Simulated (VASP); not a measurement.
A run of VASP 6.6.1 is set up as follows.

Contents of INCAR:

```
PREC = Accurate
ENCUT = 520
EDIFF = 1E-7
ISMEAR = 0
SIGMA = 0.05
LREAL = False
LASPH = True
NELM = 100
ALGO = Normal
ISIF = 2
LWAVE = False
LCHARG = False
GGA = PE
NBANDS = 24
```

File KPOINTS:

```
regular mesh
0
Gamma
  9 9 4
```

The input POSCAR:

```
SrO
1.0
    3.6066365453      0.0000000000      0.0000000000
   -1.8033182727      3.1234388704      0.0000000000
    0.0000000000      0.0000000000      6.2944353951
Sr O
2 2
Direct
    0.3333333333      0.6666666667      0.2543289672
    0.6666666667      0.3333333333      0.7543289672
    0.0000000000      0.0000000000     -0.0237079882
    0.0000000000      0.0000000000      0.4762920118
```

Potentials or basis: VASP PAW PBE potentials, release 64 (Sr_sv, O).

Run with:

```sh
$ cat potpaw_PBE.64/Sr_sv/POTCAR potpaw_PBE.64/O/POTCAR > POTCAR
$ mpirun -np 1 vasp_std > vasp.out
```

Problem. What does it give for the pressure?

Solution. -0.6 GPa.

Problem. Predict the largest force.

Solution. 0.329 eV/Å.

Problem. Predict the band gap on the k mesh.

Solution. 2.95 eV, direct.

Forces on the atoms (eV/Å):
```
Sr   0.000  0.000 -0.329
Sr   0.000  0.000 -0.329
O    0.000  0.000  0.329
O    0.000  0.000  0.329
```

A k mesh can miss the band edges. A hybrid or GW would open this gap; PBE tends to underestimate it.
